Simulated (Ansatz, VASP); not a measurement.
# In2Te2O in VASP and in Ansatz

```
In Te O
1.0
     4.39671   -0.00312    0.00296
     2.18579    3.83841    0.00882
     0.09317    0.17129   20.72502
In Te O
4 4 2
Direct
  0.02602 0.01949 0.09114
  0.02602 0.01949 0.59114
  0.02830 0.99716 0.40855
  0.02830 0.99716 0.90855
  0.68878 0.66454 0.34508
  0.68878 0.66454 0.84508
  0.35353 0.34841 0.15472
  0.35353 0.34841 0.65472
  0.90338 0.97040 0.00051
  0.90338 0.97040 0.50051
```

Alike in both runs: task single point; functional PBE; k mesh 4 × 4 × 1; occupations gaussian, width 0.1 eV; no spin polarisation.

```csv
,VASP,Ansatz
version,VASP 6.6.1,Ansatz 0.2.0
potentials or method,"VASP PAW PBE potentials, release 64 (In_d, Te, O), cutoff 520 eV","scalar-relativistic, plane waves, PAW"
valence electrons in the cell,88,128
```

Ansatz gave:

* gap on the k mesh at the Fermi level (eV): 1.16
* least direct gap on the mesh (eV): 1.16
* pressure (GPa): 0.1
* traceless stress, the component that is largest in VASP (GPa): -0.15
* rms of the force components (eV/Å): 0.002

What did VASP give for the same quantities?

gap on the k mesh at the Fermi level (eV): 1.15; least direct gap on the mesh (eV): 1.15; pressure (GPa): 0.2; traceless stress, the component that is largest in VASP (GPa): -0.02; rms of the force components (eV/Å): 0.022.

Atom by atom the forces differ by 0.022 eV/Å (rms over components). With one functional, cell and mesh, what is left measures potentials, basis and numerics. VASP's potentials hold 88 valence electrons a cell and Ansatz's 128, so a difference there can come from the potentials and not from the codes.

Neither program's run includes spin-orbit coupling.
